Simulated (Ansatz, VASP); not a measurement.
**One calculation of GaN, two programs**

Contents of INCAR:

```
PREC = Accurate ; ENCUT = 600
EDIFF = 1E-6 ; ISMEAR = 0
SIGMA = 0.02 ; LREAL = F
LASPH = T ; NELM = 100
ALGO = Normal ; ISIF = 3
LWAVE = F ; LCHARG = F
GGA = PS ; IBRION = 2
NSW = 100 ; EDIFFG = -0.005
```

The input KPOINTS:

```
regular mesh
0
Gamma
  12 12 6
```

POSCAR

```
GaN
1.0
    3.1799996605      0.0000000000      0.0000000000
   -1.5899998303      2.7539604900      0.0000000000
    0.0000000000      0.0000000000      5.1660000000
Ga N
2 2
Direct
    0.3333333333      0.6666666667      0.0000000000
    0.6666666667      0.3333333333      0.5000000000
    0.3333333333      0.6666666667      0.3750000000
    0.6666666667      0.3333333333      0.8750000000
```

Input for Ansatz:

```yaml
crystal:
  lattice:
    - [3.1799996605, 0.0, 0.0]
    - [-1.5899998303, 2.75396049, 0.0]
    - [0.0, 0.0, 5.166]
  atoms:
    - { symbol: Ga, position: [0.3333333333, 0.6666666667, 0.0] }
    - { symbol: Ga, position: [0.6666666667, 0.3333333333, 0.5] }
    - { symbol: "N", position: [0.3333333333, 0.6666666667, 0.375] }
    - { symbol: "N", position: [0.6666666667, 0.3333333333, 0.875] }
basis:
  ecutwfc: 520.0
kpoints:
  mp_grid: { grid: [12, 12, 6] }
hamiltonian:
  xc: pbesol
scf:
  occupations: { method: gaussian, width: 0.02 }
output:
  forces: true
  stress: true
  eigenvalues: true
  write_density: true
  write_potential: true
  elf: true
  volumetric_format: npy
relax:
  adjacent_minimum: "off"
  f_tol: 0.005
  max_steps: 80
  cell: { stress_tol: 0.05 }
```

Alike in both runs: task relaxation of cell and atoms; functional PBEsol; k mesh 12 × 12 × 6; occupations gaussian, width 0.02 eV; no spin polarisation.

```csv
,VASP,Ansatz
version,VASP 6.6.1,Ansatz 0.2.0
potentials or method,"VASP PAW PBE potentials, release 64 (Ga_d, N), cutoff 600 eV","scalar-relativistic, plane waves, PAW"
valence electrons in the cell,36,36
```

Ansatz gave:

- gap on the k mesh at the Fermi level, each at its own relaxed structure (eV): 1.88
- relaxed volume (Å³/atom): 11.37
- relaxed cell length with the largest relative difference (Å): 3.182

Problem. Estimate VASP's values.

Solution. gap on the k mesh at the Fermi level, each at its own relaxed structure (eV): 1.91; relaxed volume (Å³/atom): 11.35; relaxed cell length with the largest relative difference (Å): 3.180.

VASP's potentials were made for PBE, not for PBEsol.
